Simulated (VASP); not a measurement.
Input of a VASP 6.6.1 run:

Contents of INCAR:

```
SYSTEM = BaTe
  ALGO = Normal
  EDIFF = 1E-6
  ENCUT = 520
  GGA = PE
  ISIF = 2
  ISMEAR = 0
  LASPH = .True.
  LCHARG = .True.
  LELF = .True.
  LREAL = .False.
  LVHAR = .True.
  LWAVE = .False.
  NBANDS = 15
  NELM = 80
  PREC = Accurate
  SIGMA = 0.05
```

Contents of KPOINTS:

```
k-points
0
Gamma
  6 6 6
  0 0 0
```

The input POSCAR:

```
BaTe
1.0
    4.1559043500      0.0000000000      0.0000000000
    0.0000000000      4.1559043500      0.0000000000
    0.0000000000      0.0000000000      4.4755893000
Ba Te
1 1
Direct
    0.0000000000      0.0000000000      0.0000000000
    0.5000000000      0.5000000000      0.5000000000
```

Potentials or basis: VASP PAW PBE potentials, release 64 (Ba_sv, Te).

Launch:

```console
$ cat potpaw_PBE.64/Ba_sv/POTCAR potpaw_PBE.64/Te/POTCAR > POTCAR
$ mpirun -np 1 vasp_std > vasp.out
```

Q: Estimate the pressure.

A: 0.1 GPa.

Q: What does it give for the band gap on the k mesh?

A: 0.44 eV, indirect (least direct gap 0.65 eV).

Stress tensor (GPa, compression positive):
```
 1.85  0.00  0.00
 0.00  1.85  0.00
 0.00  0.00 -3.40
```

Caveat: the cell differs from its parent crystal (strain -0.025 along x and y, +0.050 along z); spin-orbit coupling is left out, which moves the levels of the heavy elements. A k mesh can miss the band edges.
